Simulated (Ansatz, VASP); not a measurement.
**Mo3H: VASP beside Ansatz**

File INCAR:

```
PREC     = Accurate       # precision mode
ENCUT    = 520            # plane-wave cutoff, eV
EDIFF    = 1E-6           # SCF threshold, eV
ISMEAR   = 0              # smearing method
SIGMA    = 0.1            # smearing width, eV
LREAL    = False          # projectors in reciprocal space
LASPH    = True           # aspherical terms in the spheres
NELM     = 150            # most SCF steps
ALGO     = Normal         # electronic algorithm
ISIF     = 2              # what is computed and relaxed
LWAVE    = False          # write WAVECAR
LCHARG   = False          # write CHGCAR
ISPIN    = 2              # spin polarisation
MAGMOM   = 0 0 0 1        # initial moments
LORBIT   = 11             # projections on sites
LMAXMIX  = 4              # l up to which the mixer works
LDIPOL   = True         
IDIPOL   = 3            
DIPOL    = 0.5 0.5 0.342
GGA      = PE             # functional
NBANDS   = 34             # bands
```

File KPOINTS:

```
Automatic mesh
0
Gamma
  10 10 1
```

POSCAR

```
Mo3H
1.0
    2.7370454666      0.0000000000      0.0000000000
   -0.9123484889      2.5805112132      0.0000000000
    0.0000000000      0.0000000000     21.3082440588
Mo H
3 1
Direct
    0.5000000000      0.5000000000      0.1877207708
    0.0000000000      0.0000000000      0.2888166433
    0.5000000000      0.5000000000      0.3899074948
    0.5000000000      0.5000000000      0.5030092592
```

Input for Ansatz:

```yaml
crystal:
  lattice:
    - [2.7370454666, 0.0, 0.0]
    - [-0.9123484889, 2.5805112132, 0.0]
    - [0.0, 0.0, 21.3082440588]
  atoms:
    - { symbol: Mo, position: [0.5, 0.5, 0.1877207708] }
    - { symbol: Mo, position: [0.0, 0.0, 0.2888166433] }
    - { symbol: Mo, position: [0.5, 0.5, 0.3899074948] }
    - { symbol: H, position: [0.5, 0.5, 0.5030092592], spin: 1.0 }
basis:
  ecutwfc: 420
kpoints:
  mp_grid: { grid: [10, 10, 1] }
hamiltonian:
  xc: pbe
  pseudopotentials: { kind: paw, azcp: { folder: soft_1 } }
scf:
  occupations: { method: gaussian, width: 0.1 }
output:
  forces: true
  eigenvalues: true
  populations: true
  write_density: true
  write_potential: true
  elf: true
  volumetric_format: npy
magnetization:
  spin_polarized: true
efield:
  axis: 3
  dipole_correction: true
  ramp_width: 0.04
```

Alike in both runs: task single point; functional PBE; k mesh 10 × 10 × 1; occupations gaussian, width 0.1 eV; collinear spin.

|  | VASP | Ansatz |
| --- | --- | --- |
| version | VASP 6.6.1 | Ansatz 0.2.0 |
| potentials or method | VASP PAW PBE potentials, release 64 (Mo_sv, H), cutoff 520 eV | scalar-relativistic, plane waves, PAW |
| valence electrons in the cell | 43 | 43 |

|  | VASP | Ansatz | Ansatz less VASP |
| --- | --- | --- | --- |
| gap on the k mesh at the Fermi level (eV) | none | none | - |
| rms of the force components (eV/Å) | 0.778 | 0.773 | -0.0048 |
| net moment per atom (μB) | 0.08 | 0.08 | 0.000 |
| size of the moment on the site where the two differ most (μB) | 0.12 | 0.25 | +0.124 |

Site moments also hang on the region over which each program counts them. Atom by atom the forces differ by 0.011 eV/Å (rms over components). A gap of «none» marks a metal or a gap that the smearing closes. Ansatz's warnings: xc potential rough in thin density.
